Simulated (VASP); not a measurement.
## SbPt: single point with PBEsol

SbPt:

```
Sb Pt
1.0
     4.02468    0.00000    0.00000
    -2.01234    3.48547    0.00000
     0.00000    0.00000    5.34419
Sb Pt
2 2
Direct
  0.33333 0.66667 0.25000
  0.66667 0.33333 0.75000
  0.00000 0.00000 0.00000
  0.00000 0.00000 0.50000
```

This cell differs from its parent crystal: volume scaled by 0.91, then relaxed in part.

| Property | Result |
| --- | --- |
| Program | VASP 6.6.1 |
| Task | single point |
| Functional | PBEsol |
| Potentials or basis | VASP PAW PBE potentials, release 64 (Sb, Pt) |
| Cutoff | 520 eV |
| k mesh | 12 × 12 × 8 |
| Occupations | gaussian, width 0.1 eV |
| Spin | no spin polarisation |

```json
{
 "Pressure": "16.7 GPa",
 "Band gap on the k mesh": "zero (band 15 reaches 13.92 eV, above the bottom of band 16 at 9.35 eV)"
}
```

Levels at points of the mesh, in eV from the Fermi level:
| k point | band 13 | band 14 | band 15 | band 16 | band 17 | band 18 |
| --- | --- | --- | --- | --- | --- | --- |
| (0.00, 0.00, 0.00) | -0.21 | -0.21 | 0.79 | 2.19 | 2.42 | 3.90 |
| (0.50, 0.00, 0.00) | -3.09 | -2.70 | -2.48 | -0.44 | 2.04 | 4.29 |
| (0.00, 0.00, 0.50) | -1.19 | -1.19 | 2.50 | 2.50 | 2.50 | 2.50 |
| (0.50, 0.00, 0.50) | -3.54 | -3.54 | 0.23 | 0.23 | 1.98 | 1.98 |

Run time: 57 s on 1 thread of Intel(R) Xeon(R) 6975P-C (Granite Rapids), on a shared host, peak memory 0.28 GiB.

Caveat: the PAW data sets were made with another functional, which shifts forces and pressure a little; spin-orbit coupling is left out, which moves the levels of the heavy elements.
